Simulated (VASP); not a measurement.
Input of a VASP 6.6.1 run:

The input POSCAR:

```
SiO2
1.0
    0.0000000000      4.3503658186      7.2619795132
    2.1469154928      0.0000000000      7.2619795132
    2.1469154928      4.3503658186      0.0000000000
Si O
4 8
Direct
    0.5602521606      0.5602521606      0.9397478394
    0.3102521606      0.3102521606      0.6897478394
    0.6897478394      0.6897478394      0.3102521606
    0.9397478394      0.9397478394      0.5602521606
    0.6250000000      0.1250000000      0.6250000000
    0.6250000000      0.6250000000      0.1250000000
    0.6250000000      0.6250000000      0.6250000000
    0.1250000000      0.6250000000      0.6250000000
    0.1624043142      0.8375956858      0.1624043142
    0.8375956858      0.1624043142      0.8375956858
    0.4124043142      0.0875956858      0.4124043142
    0.0875956858      0.4124043142      0.0875956858
```

The input INCAR.step1:

```
SYSTEM = SiO2
PREC = Accurate ; ENCUT = 520
ISMEAR = 0 ; SIGMA = 0.02
LREAL = .False. ; LASPH = .True.
NELM = 60 ; NBANDS = 44
GGA = PE ; ALGO = Normal
EDIFF = 1E-4 ; LWAVE = .True.
LCHARG = .False.
```

The input INCAR.step2:

```
SYSTEM = SiO2
PREC = Accurate ; ENCUT = 520
EDIFF = 1E-6 ; ISMEAR = 0
SIGMA = 0.02 ; LREAL = .False.
LASPH = .True. ; NELM = 60
ALGO = Normal ; ISIF = 2
LWAVE = .False. ; LCHARG = .True.
METAGGA = R2SCAN ; LMIXTAU = .True.
LELF = .True. ; LVHAR = .True.
NBANDS = 44 ; ISTART = 1
```

Contents of KPOINTS:

```
Automatic mesh
0
Gamma
  6 6 6
  0 0 0
```

Potentials or basis: VASP PAW PBE potentials, release 64 (Si, O).

The run is started by

```bash
$ cat potpaw_PBE.64/Si/POTCAR potpaw_PBE.64/O/POTCAR > POTCAR
$ cp INCAR.step1 INCAR
$ mpirun -np 1 vasp_std > vasp.out
$ cp INCAR.step2 INCAR
$ mpirun -np 1 vasp_std > vasp.out
```

Problem. What does it give for the band gap on the k mesh?

Solution. 6.46 eV.

Problem. What does it give for the pressure?

Solution. 30.3 GPa.

Stress tensor (GPa, compression positive):
```
30.48  0.00  0.00
 0.00 30.02  0.00
 0.00  0.00 30.38
```

Caveat: the cell stands under pressure; the PAW data sets were made with another functional, which shifts forces and pressure a little. A k mesh can miss the band edges.
